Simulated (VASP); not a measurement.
# Al16C (a cell with a defect): single point with PBE

System: Al16C (a cell with a defect).

```
CELL_PARAMETERS angstrom
-4.03893 4.03893 4.03893
4.03893 -4.03893 4.03893
4.03893 4.03893 -4.03893
ATOMIC_POSITIONS crystal
Al 0.00006 0.00626 0.00626
Al 0.00010 0.25006 0.75003
Al 0.00005 0.49341 0.49341
Al 0.00009 0.75008 0.25012
Al 0.25645 0.00646 0.75006
Al 0.25008 0.24999 0.49999
Al 0.25004 0.49996 0.24999
Al 0.25652 0.75006 0.00656
Al 0.50010 0.00005 0.50004
Al 0.50007 0.25005 0.25000
Al 0.50010 0.50005 0.00003
Al 0.50001 0.75007 0.75003
Al 0.75005 0.99996 0.24999
Al 0.75007 0.24998 0.99999
Al 0.74362 0.49364 0.75008
Al 0.74366 0.75004 0.49369
C 0.00010 0.74970 0.74982
```

| Quantity | Value |
| --- | --- |
| Program | VASP 6.6.1 |
| Task | single point |
| Functional | PBE |
| Potentials or basis | VASP PAW PBE potentials, release 64 (Al, C) |
| Cutoff | 520 eV |
| k mesh | 3 × 3 × 3 |
| Occupations | methfessel-paxton, width 0.1 eV |
| Spin | no spin polarisation |

| Quantity | Value |
| --- | --- |
| Pressure | 1.7 GPa |
| Largest force | 0.007 eV/Å |
| Band gap on the k mesh | zero (bands 26 and 27 overlap by 1.66 eV) |

Forces in eV/Å, atoms in the order of the input:
```
Al   0.007  0.000  0.000
Al  -0.001  0.003 -0.001
Al   0.000  0.000 -0.001
Al  -0.001 -0.001  0.002
Al  -0.001  0.000  0.004
Al  -0.001  0.001  0.000
Al  -0.001  0.000  0.001
Al  -0.001  0.003  0.000
Al   0.000 -0.001 -0.002
Al   0.000 -0.001  0.000
Al   0.000 -0.001 -0.002
Al  -0.001  0.002  0.003
Al  -0.001  0.000  0.001
Al  -0.001  0.001  0.000
Al   0.000  0.000 -0.005
Al   0.000 -0.004  0.000
C    0.003  0.000 -0.001
```

Levels at points of the mesh, in eV from the Fermi level:
```
           k point  band 23  band 24  band 25  band 26  band 27  band 28  band 29  band 30
(0.00, 0.00, 0.00)     0.42     0.90     0.90     0.90     0.95     0.95     0.95     1.03
```

It took 3.8 min on 1 thread of Intel(R) Xeon(R) 6975P-C (Granite Rapids) (shared host), peak memory 0.4 GiB.

Caveat: the k points lie up to 0.37 Å⁻¹ apart, too coarse for converged energies and pressures of a metal.
